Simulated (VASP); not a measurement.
The system is Cs.

```
Cs
1.0
     0.00000    3.21951    3.21951
     3.21951    0.00000    3.21951
     3.21951    3.21951    0.00000
Cs
2
Direct
  0.00000 0.00000 0.00000
  0.25000 0.25000 0.25000
```

This isn't the form of Cs at room conditions, which is bcc.

| Quantity | Value |
| --- | --- |
| Program | VASP 6.6.1 |
| Task | relaxation of cell and atoms |
| Functional | PBE |
| Potentials or basis | VASP PAW PBE potentials, release 64 (Cs_sv) |
| Cutoff | 600 eV |
| k mesh | 11 × 11 × 11 |
| Occupations | fermi-dirac, width 0.05 eV |
| Spin | no spin polarisation |

At the start: pressure 38.3 GPa; volume 33.37 Å³/atom.

Question: Where does the relaxation end?

Answer: Over 28 steps the energy falls by 2994.9 meV/atom and the volume is 167.12 Å³/atom (+400.8 %); space group Fd-3m (No. 227, to 0.1 Å) before and after.

The path:
| step | energy change (eV) | largest force (eV/Å) | pressure (GPa) | volume (Å³) |
| --- | --- | --- | --- | --- |
| 1 | 0.0000 | 0.0000 | 38.32 | 66.74 |
| 2 | -5.5504 | 0.0000 | 1.13 | 177.34 |
| 3 | -5.6335 | 0.0000 | 0.94 | 190.27 |
| 4 | -5.7703 | 0.0000 | 0.66 | 217.99 |
| 5 | -5.9477 | 0.0000 | 0.26 | 281.25 |
| 6 | -5.8242 | 0.0000 | -0.48 | 442.26 |
| 7 | -5.9859 | 0.0000 | 0.08 | 317.77 |
| 8 | -5.9897 | 0.0000 | -0.02 | 336.86 |
| 9 | -5.9894 | 0.0000 | 0.03 | 328.50 |
| 10 | -5.9894 | 0.0000 | 0.03 | 328.51 |
| 11 | -5.9894 | 0.0000 | 0.03 | 328.52 |
| 12 | -5.9894 | 0.0000 | 0.03 | 328.52 |
| 13 | -5.9894 | 0.0000 | 0.03 | 328.52 |
| 14 | -5.9894 | 0.0000 | 0.03 | 328.52 |
| 15 | -5.9894 | 0.0000 | 0.03 | 328.52 |
| 16 | -5.9894 | 0.0000 | 0.03 | 328.52 |
| 17 | -5.9894 | 0.0000 | 0.03 | 328.53 |
| 18 | -5.9894 | 0.0000 | 0.03 | 328.53 |
| 19 | -5.9894 | 0.0000 | 0.03 | 328.53 |
| 20 | -5.9894 | 0.0000 | 0.03 | 328.54 |
| 21 | -5.9894 | 0.0000 | 0.03 | 328.57 |
| 22 | -5.9894 | 0.0000 | 0.03 | 328.61 |
| 23 | -5.9895 | 0.0000 | 0.03 | 328.70 |
| 24 | -5.9895 | 0.0000 | 0.03 | 328.88 |
| 25 | -5.9895 | 0.0000 | 0.03 | 329.23 |
| 26 | -5.9896 | 0.0000 | 0.02 | 329.94 |
| 27 | -5.9898 | 0.0000 | 0.01 | 331.37 |
| 28 | -5.9899 | 0.0000 | 0.00 | 334.23 |

Final structure:
```
CELL_PARAMETERS angstrom
0.00000 5.50815 5.50815
5.50815 0.00000 5.50815
5.50815 5.50815 0.00000
ATOMIC_POSITIONS crystal
Cs 0.00000 0.00000 0.00000
Cs 0.25000 0.25000 0.25000
```

Caveat: the volume moved by over 15 % at a fixed basis, so the end points are rough.
